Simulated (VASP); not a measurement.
# CsBe2 (Fm-3m) in VASP: further runs, part 2 of 2

VASP 6.6.1.

## (4) Relaxation of cell and atoms, PBE

File INCAR:

```
SYSTEM = CsBe2
ALGO     = Fast           ! electronic algorithm
EDIFF    = 1E-7           ! SCF threshold, eV
EDIFFG   = -0.04          ! ionic threshold
ENCUT    = 600            ! plane-wave cutoff, eV
GGA      = PE             ! functional
IBRION   = 2              ! ionic algorithm
ISIF     = 3              ! what is computed and relaxed
ISMEAR   = 0              ! smearing method
LASPH    = .True.         ! aspherical terms in the spheres
LCHARG   = .False.        ! write CHGCAR
LREAL    = .False.        ! projectors in reciprocal space
LWAVE    = .False.        ! write WAVECAR
NELM     = 100            ! most SCF steps
NSW      = 90             ! ionic steps
PREC     = Accurate       ! precision mode
SIGMA    = 0.1            ! smearing width, eV
```

File KPOINTS:

```
k-points
0
Gamma
  6 6 6
  0 0 0
```

File POSCAR:

```
CsBe2
1.0
    0.0000000000      3.0958981480      3.0958981480
    3.0958981480      0.0000000000      3.0958981480
    3.0958981480      3.0958981480      0.0000000000
Cs Be
1 2
Direct
    0.0000000000      0.0000000000      0.0000000000
    0.2500000000      0.2500000000      0.2500000000
    0.7500000000      0.7500000000      0.7500000000
```

Potentials or basis: VASP PAW PBE potentials, release 64 (Cs_sv, Be).

Started as:

```bash
$ cat potpaw_PBE.64/Cs_sv/POTCAR potpaw_PBE.64/Be/POTCAR > POTCAR
$ mpirun -np 1 vasp_std > vasp.out
```

OUTCAR:

```text
SYSTEM = CsBe2
   EDIFF = 1E-7
   EDIFFG = -0.04
   ENCUT = 600
   GGA = PE
   IBRION = 2
   ISIF = 3
   ISMEAR = 0
   LASPH = .True.
   LREAL = .False.
   NELM = 100
   NSW = 90
   PREC = Accurate

 ion  position               nearest neighbor table
   1  0.000  0.000  0.000-   3 2.68   3 2.68   3 2.68   2 2.68   3 2.68   2 2.68   2 2.68   2 2.68

   2  0.250  0.250  0.250-   1 2.68   1 2.68   1 2.68   1 2.68
   3  0.750  0.750  0.750-   1 2.68   1 2.68   1 2.68   1 2.68

  LATTYP: Found a face centered cubic cell.
 ALAT       =     6.1917962960

  Lattice vectors:

 A1 = (   0.0000000000,   3.0958981480,   3.0958981480)
 A2 = (   3.0958981480,   0.0000000000,   3.0958981480)
 A3 = (   3.0958981480,   3.0958981480,   0.0000000000)

Analysis of symmetry for initial positions (statically):
=====================================================================
[... 179 lines left out ...]
      2      -5.3511      2.00000
      3      -5.3511      2.00000
      4      -5.3511      2.00000
      5      -0.4316      2.00000
      6       2.9160      2.00000
      7       2.9160      2.00000
      8       2.9160      2.00000
      9       6.1200      0.00000
     10       8.4777      0.00000
[... 340 lines left out ...]
--------------------------------------- Ionic step        5  -------------------------------------------

 number of electron      12.9999996 magnetization

 Free energy of the ion-electron system (eV)
  ---------------------------------------------------
  ext. energy  EPLUGINS =         0.00000000
  ---------------------------------------------------
  free energy    TOTEN  =        -2.38153815 eV

  energy without entropy =       -2.36073787  energy(sigma->0) =       -2.37113801

 E-fermi :   0.2875     XC(G=0):  -6.5028

 val. band max:        0.2788685116   @ k =   0.5000   0.3333   0.1667
 cond. band min:       0.3020729832   @ k =  -0.3333   0.3333   0.1667
 fundamental gap:      0.0232044716
 Fermi energy:         0.2874977474

 k-point     1 :       0.0000    0.0000    0.0000
  band No.  band energies     occupation
      1     -22.1547      2.00000
      2      -9.0202      2.00000
      3      -9.0202      2.00000
      4      -9.0202      2.00000
      5      -3.6327      2.00000
      6      -0.6746      2.00000
      7       0.3539      0.34755
      8       0.3539      0.34755
      9       0.3539      0.34755
     10       2.9330      0.00000
[... 223 lines left out ...]
  FREE ENERGIE OF THE ION-ELECTRON SYSTEM (eV)
  ---------------------------------------------------
  free  energy   TOTEN  =        -2.3815381452 eV

  energy  without entropy=       -2.3607378745  energy(sigma->0) =       -2.37113801

 reached required accuracy - stopping structural energy minimisation
```

OSZICAR:

```text
N       E                     dE             d eps       ncg     rms          rms(c)
DAV:   1     0.565366111015E+02    0.56537E+02   -0.60062E+03   320   0.120E+03
DAV:   2     0.353374700356E+01   -0.53003E+02   -0.51038E+02   464   0.172E+02
DAV:   3    -0.261631549501E+00   -0.37954E+01   -0.37369E+01   396   0.491E+01
[... 62 lines left out ...]
RMM:   7    -0.238153675695E+01   -0.23614E-05   -0.57399E-05   351   0.554E-02    0.323E-03
RMM:   8    -0.238153739965E+01   -0.64270E-06   -0.11538E-05   359   0.254E-02    0.309E-03
RMM:   9    -0.238153798338E+01   -0.58374E-06   -0.20798E-06   340   0.107E-02    0.703E-04
RMM:  10    -0.238153811429E+01   -0.13091E-06   -0.68305E-07   300   0.483E-03    0.257E-04
RMM:  11    -0.238153814519E+01   -0.30899E-07   -0.10678E-07   209   0.215E-03
   5 F= -.23815381E+01 E0= -.23711380E+01  d E =-.245373E+01
```

CONTCAR:

```text
CsBe2
   1.00000000000000
     0.0000000000000000    4.1010478579075906    4.1010478579075906
     4.1010478579075906   -0.0000000000000000    4.1010478579075906
     4.1010478579075906    4.1010478579075906   -0.0000000000000000
  Cs              Be
     1     2
Direct
     0.0000000000000000    0.0000000000000000    0.0000000000000000
     0.2500000000000000    0.2500000000000000    0.2500000000000000
     0.7500000000000000    0.7500000000000000    0.7500000000000000

  0.00000000E+00  0.00000000E+00  0.00000000E+00
  0.00000000E+00  0.00000000E+00  0.00000000E+00
  0.00000000E+00  0.00000000E+00  0.00000000E+00
```

Run time: 34 s. Hardware: 1 thread of Intel Xeon 6975P-C (Granite Rapids), shared host; peak memory 0.21 GiB.

Results:

| Item | Value |
| --- | --- |
| Free energy | -2.3815 eV |
| Relaxed volume | 45.98 Å³/atom |
| Relaxed cell | a = 5.800 Å, b = 5.800 Å, c = 5.800 Å, α = 60.00°, β = 60.00°, γ = 60.00° |
| Space group after relaxing (to 0.1 Å) | Fm-3m (No. 225) |
| Energy gained by relaxing | 817.9 meV/atom |
| Ionic steps | 5 |
| Pressure after relaxing | 0.0 GPa |
| Band gap on the k mesh | zero (an odd number of electrons rules out a gap without spin polarisation) |

The path:
```csv
step,energy change (eV),largest force (eV/Å),pressure (GPa),volume (Å³)
1,0.0000,0.0000,11.24,59.35
2,-0.9272,0.0000,11.41,72.08
3,-2.4071,0.0000,0.94,120.95
4,-2.4448,0.0000,0.36,130.46
5,-2.4537,0.0000,0.03,137.95
```

Final structure:
```xyz
3
Lattice="0.0000 4.1010 4.1010 4.1010 0.0000 4.1010 4.1010 4.1010 0.0000" Properties=species:S:1:pos:R:3 pbc="T T T"
Cs    0.0000    0.0000    0.0000
Be    2.0505    2.0505    2.0505
Be    6.1516    6.1516    6.1516
```

Levels at points of the mesh, in eV from the Fermi level:
```tsv
k point	band 2	band 3	band 4	band 5	band 6	band 7	band 8	band 9	band 10
(0.00, 0.00, 0.00)	-9.31	-9.31	-9.31	-3.92	-0.96	0.07	0.07	0.07	2.65
(0.50, 0.00, 0.00)	-9.46	-9.33	-9.33	-2.91	-2.20	0.53	0.53	1.42	1.49
(0.50, 0.50, 0.00)	-9.46	-9.36	-9.36	-2.30	-2.26	-0.89	0.66	0.66	2.35
```

Caveat: the volume moved by over 15 % at a fixed basis, so the end points are rough; spin-orbit coupling is left out, which moves the levels of the heavy elements.

## (5) Single point, PBE

This run uses another cell than the first one, of 46.25 Å³/atom.

File INCAR:

```
ALGO = Fast ; EDIFF = 1E-7
ENCUT = 520 ; GGA = PE
ISIF = 2 ; ISMEAR = 0
LASPH = True ; LCHARG = True
LELF = True ; LREAL = False
LVHAR = True ; LWAVE = False
NBANDS = 14 ; NELM = 100
PREC = Accurate ; SIGMA = 0.1
```

File KPOINTS:

```
k-points
0
Gamma
  10 10 10
```

File POSCAR:

```
CsBe2
1.0
    0.0000000000      4.1088834602      4.1088834602
    4.1088834602      0.0000000000      4.1088834602
    4.1088834602      4.1088834602      0.0000000000
Cs Be
1 2
Direct
    0.0000000000      0.0000000000      0.0000000000
    0.2500000000      0.2500000000      0.2500000000
    0.7500000000      0.7500000000      0.7500000000
```

Started as:

```bash
$ cat potpaw_PBE.64/Cs_sv/POTCAR potpaw_PBE.64/Be/POTCAR > POTCAR
$ mpirun -np 1 vasp_std > vasp.out
```

Wall time 63 s (1 thread of Intel Xeon 6975P-C (Granite Rapids), shared host); peak memory 0.35 GiB.

Results (log left out):

```
Free energy            : -2.4021 eV
Pressure               : 0.0 GPa
Band gap on the k mesh : zero (an odd number of electrons rules out a gap without spin polarisation)
```

Levels at points of the mesh, in eV from the Fermi level:
```tsv
k point	band 3	band 4	band 5	band 6	band 7	band 8	band 9	band 10
(0.00, 0.00, 0.00)	-9.29	-9.29	-3.89	-0.95	0.09	0.09	0.09	2.66
(0.50, 0.00, 0.00)	-9.31	-9.31	-2.89	-2.19	0.56	0.56	1.44	1.49
(0.50, 0.50, 0.00)	-9.34	-9.34	-2.28	-2.24	-0.87	0.68	0.68	2.36
```

Caveat: spin-orbit coupling is left out, which moves the levels of the heavy elements.

## (6) Relaxation of cell and atoms, PBE

This run uses another cell than the first one, of 45.47 Å³/atom.

File INCAR:

```
  ALGO = Normal
  EDIFF = 1E-7
  EDIFFG = -0.01
  ENCUT = 600
  GGA = PE
  IBRION = 2
  ISIF = 3
  ISMEAR = 0
  LASPH = T
  LCHARG = F
  LREAL = F
  LWAVE = F
  NELM = 80
  NSW = 100
  PREC = Accurate
  SIGMA = 0.1
```

KPOINTS is that of step 5.

File POSCAR:

```
CsBe2
1.0
    0.0000000000      4.0856234342      4.0856234342
    4.0856234342      0.0000000000      4.0856234342
    4.0856234342      4.0856234342      0.0000000000
Cs Be
1 2
Direct
    0.0000000000      0.0000000000      0.0000000000
    0.2500000000      0.2500000000      0.2500000000
    0.7500000000      0.7500000000      0.7500000000
```

Potentials or basis: VASP PAW PBE potentials, release 64 (Cs_sv, Be).

Started as:

```bash
$ cat potpaw_PBE.64/Cs_sv/POTCAR potpaw_PBE.64/Be/POTCAR > POTCAR
$ mpirun -np 1 vasp_std > vasp.out
```

OUTCAR:

```text
EDIFF = 1E-7
   EDIFFG = -0.01
   ENCUT = 600
   GGA = PE
   IBRION = 2
   ISIF = 3
   ISMEAR = 0
   LASPH = T
   LREAL = F
   NELM = 80
   NSW = 100
   PREC = Accurate

 ion  position               nearest neighbor table
   1  0.000  0.000  0.000-
   2  0.250  0.250  0.250-
   3  0.750  0.750  0.750-

  LATTYP: Found a face centered cubic cell.
 ALAT       =     8.1712468684

  Lattice vectors:

 A1 = (   0.0000000000,   4.0856234342,   4.0856234342)
 A2 = (   4.0856234342,   0.0000000000,   4.0856234342)
 A3 = (   4.0856234342,   4.0856234342,   0.0000000000)

Analysis of symmetry for initial positions (statically):
=====================================================================
 Subroutine PRICEL returns:
 Original cell was already a primitive cell.

 Routine SETGRP: Setting up the symmetry group for a
 face centered cubic supercell.

 Subroutine GETGRP returns: Found 48 space group operations
 (whereof 48 operations were pure point group operations)
 out of a pool of 48 trial point group operations.

The static configuration has the point symmetry O_h .

Analysis of symmetry for dynamics (positions and initial velocities):
=====================================================================
 Subroutine PRICEL returns:
 Original cell was already a primitive cell.

 Routine SETGRP: Setting up the symmetry group for a
 face centered cubic supercell.

 Subroutine GETGRP returns: Found 48 space group operations
 (whereof 48 operations were pure point group operations)
 out of a pool of 48 trial point group operations.

The dynamic configuration has the point symmetry O_h .

 Subroutine INISYM returns: Found 48 space group operations
 (whereof 48 operations are pure point group operations),
 and found     1 'primitive' translations

[... 133 lines left out ...]
 NGX is ok and might be reduce to    48
   NGX = 23   NGY = 23   NGZ = 23

--------------------------------------- Ionic step        1  -------------------------------------------

 number of electron      13.0000000 magnetization

 Free energy of the ion-electron system (eV)
  ---------------------------------------------------
  ext. energy  EPLUGINS =         0.00000000
  ---------------------------------------------------
  free energy    TOTEN  =        -2.40128997 eV

  energy without entropy =       -2.38906994  energy(sigma->0) =       -2.39517996

------------------------ aborting loop because EDIFF is reached ----------------------------------------

  FORCE on cell =-STRESS in cart. coord.  units (eV):
  Direction    XX          YY          ZZ          XY          YZ          ZX
  --------------------------------------------------------------------------------------
  -------------------------------------------------------------------------------------
  Total        0.0842628      0.0842628      0.0842628     -0.0000000     -0.0000000      0.0000000
  in kB        0.9897861      0.9897861      0.9897861     -0.0000000     -0.0000000      0.0000000
  external PRESSURE =       0.9897861 kB  Pullay stress =       0.0000000 kB
[... 61 lines left out ...]
--------------------------------------- Ionic step        3  -------------------------------------------

 number of electron      13.0000000 magnetization

 Free energy of the ion-electron system (eV)
  ---------------------------------------------------
  ext. energy  EPLUGINS =         0.00000000
  ---------------------------------------------------
  free energy    TOTEN  =        -2.40202799 eV

  energy without entropy =       -2.38980797  energy(sigma->0) =       -2.39591798

 E-fermi :   0.2515     XC(G=0):  -6.4882

 val. band max:        0.2493893631   @ k =  -0.4000   0.2000   0.0000
 cond. band min:       0.2691585540   @ k =  -0.2000   0.3000   0.1000
 fundamental gap:      0.0197691909
 Fermi energy:         0.2515492093

 k-point     1 :       0.0000    0.0000    0.0000
  band No.  band energies     occupation
      1     -22.1769      2.00000
      2      -9.0395      2.00000
      3      -9.0395      2.00000
      4      -9.0395      2.00000
      5      -3.6407      2.00000
      6      -0.7004      2.00000
      7       0.3432      0.19511
      8       0.3432      0.19511
      9       0.3432      0.19511
     10       2.9088      0.00000
[... 287 lines left out ...]
 k-point    24 :       0.4000    0.3000    0.0000
  band No.  band energies     occupation
      1     -22.1729      2.00000
      2      -9.1626      2.00000
      3      -9.0855      2.00000
      4      -9.0803      2.00000
      5      -2.5411      2.00000
      6      -1.8466      2.00000
      7       0.1138      1.94853
      8       0.7492      0.00000
      9       0.7603      0.00000
     10       2.7341      0.00000

 [... further k-points ...]

------------------------ aborting loop because EDIFF is reached ----------------------------------------

  FORCE on cell =-STRESS in cart. coord.  units (eV):
  Direction    XX          YY          ZZ          XY          YZ          ZX
  --------------------------------------------------------------------------------------
  -------------------------------------------------------------------------------------
  Total        0.0069043      0.0069043      0.0069043     -0.0000000     -0.0000000      0.0000000
  in kB        0.0797968      0.0797968      0.0797968     -0.0000000     -0.0000000      0.0000000
  external PRESSURE =       0.0797968 kB  Pullay stress =       0.0000000 kB
[... 18 lines left out ...]
  FREE ENERGIE OF THE ION-ELECTRON SYSTEM (eV)
  ---------------------------------------------------
  free  energy   TOTEN  =        -2.4020279882 eV

  energy  without entropy=       -2.3898079699  energy(sigma->0) =       -2.39591798

 reached required accuracy - stopping structural energy minimisation
```

OSZICAR:

```text
N       E                     dE             d eps       ncg     rms          rms(c)
DAV:   1     0.662875866639E+02    0.66288E+02   -0.46241E+03   940   0.106E+03
DAV:   2     0.499450749887E+01   -0.61293E+02   -0.59533E+02  1420   0.145E+02
DAV:   3    -0.226238077479E+01   -0.72569E+01   -0.72191E+01  1086   0.552E+01
[... 25 lines left out ...]
DAV:   5    -0.240202638313E+01    0.58231E-05   -0.15256E-05  1074   0.256E-02    0.395E-03
DAV:   6    -0.240202767165E+01   -0.12885E-05   -0.81926E-07  1176   0.646E-03    0.160E-03
DAV:   7    -0.240202807172E+01   -0.40007E-06   -0.17820E-07  1000   0.299E-03    0.105E-03
DAV:   8    -0.240202793690E+01    0.13482E-06   -0.58103E-08   754   0.118E-03    0.275E-04
DAV:   9    -0.240202798821E+01   -0.51312E-07   -0.94595E-09   540   0.592E-04
   3 F= -.24020280E+01 E0= -.23959180E+01  d E =-.738014E-03
```

Wall time 81 s (1 thread of Intel Xeon 6975P-C (Granite Rapids), shared host); peak memory 0.38 GiB.

Results:

```yaml
Free_energy: -2.4020 eV
Relaxed_volume: 46.21 Å³/atom
Relaxed_cell: a = 5.809 Å, b = 5.809 Å, c = 5.809 Å, α = 60.00°, β = 60.00°, γ = 60.00°
Space_group_after_relaxing_to_0.1_Å: Fm-3m (No. 225)
Energy_gained_by_relaxing: 0.2 meV/atom
Ionic_steps: 3
Pressure_after_relaxing: 0.0 GPa
Band_gap_on_the_k_mesh: zero (an odd number of electrons rules out a gap without spin polarisation)
```

Step by step:
| step | energy change (eV) | largest force (eV/Å) | pressure (GPa) | volume (Å³) |
| --- | --- | --- | --- | --- |
| 1 | 0.0000 | 0.0000 | 0.10 | 136.40 |
| 2 | -0.0003 | 0.0000 | 0.08 | 136.95 |
| 3 | -0.0007 | 0.0000 | 0.01 | 138.63 |

Final structure:
```
CELL_PARAMETERS angstrom
0.00000 4.10777 4.10777
4.10777 0.00000 4.10777
4.10777 4.10777 0.00000
ATOMIC_POSITIONS crystal
Cs 0.00000 0.00000 0.00000
Be 0.25000 0.25000 0.25000
Be 0.75000 0.75000 0.75000
```

Levels at points of the mesh, in eV from the Fermi level:
```tsv
k point	band 2	band 3	band 4	band 5	band 6	band 7	band 8	band 9	band 10
(0.00, 0.00, 0.00)	-9.29	-9.29	-9.29	-3.89	-0.95	0.09	0.09	0.09	2.66
(0.50, 0.00, 0.00)	-9.44	-9.31	-9.31	-2.89	-2.19	0.56	0.56	1.44	1.50
(0.50, 0.50, 0.00)	-9.44	-9.34	-9.34	-2.28	-2.24	-0.87	0.68	0.68	2.36
```

Caveat: spin-orbit coupling is left out, which moves the levels of the heavy elements.

## (7) Summary

```csv
task,cell,k mesh,cutoff (eV),gap on the mesh (eV),pressure (GPa),relaxed volume (Å³/atom)
single point,"a = 4.378 Å, angles 60.0°, 3 atoms",6 × 6 × 6,520,none,11.2,-
single point,"a = 5.778 Å, angles 60.0°, 3 atoms",6 × 6 × 6,520,none,0.1,-
relaxation of cell and atoms,"relaxed from a = 4.378 Å, angles 60.0°, 3 atoms",6 × 6 × 6,600,none,0.0,45.98
single point,"a = 5.811 Å, angles 60.0°, 3 atoms",10 × 10 × 10,520,none,0.0,-
relaxation of cell and atoms,"relaxed from a = 5.778 Å, angles 60.0°, 3 atoms",10 × 10 × 10,600,none,0.0,46.21
```

Alike in all rows: level PBE; potentials or basis VASP PAW PBE potentials, release 64 (Cs_sv, Be); no spin polarisation; smearing gaussian 0.1 eV.

Caveats: spin-orbit coupling is left out, which moves the levels of the heavy elements; the cell stands under pressure (at least some runs); the volume moved by over 15 % at a fixed basis, so the end points are rough (at least some runs).

Absolute energies hang on the potentials; compare differences alone.
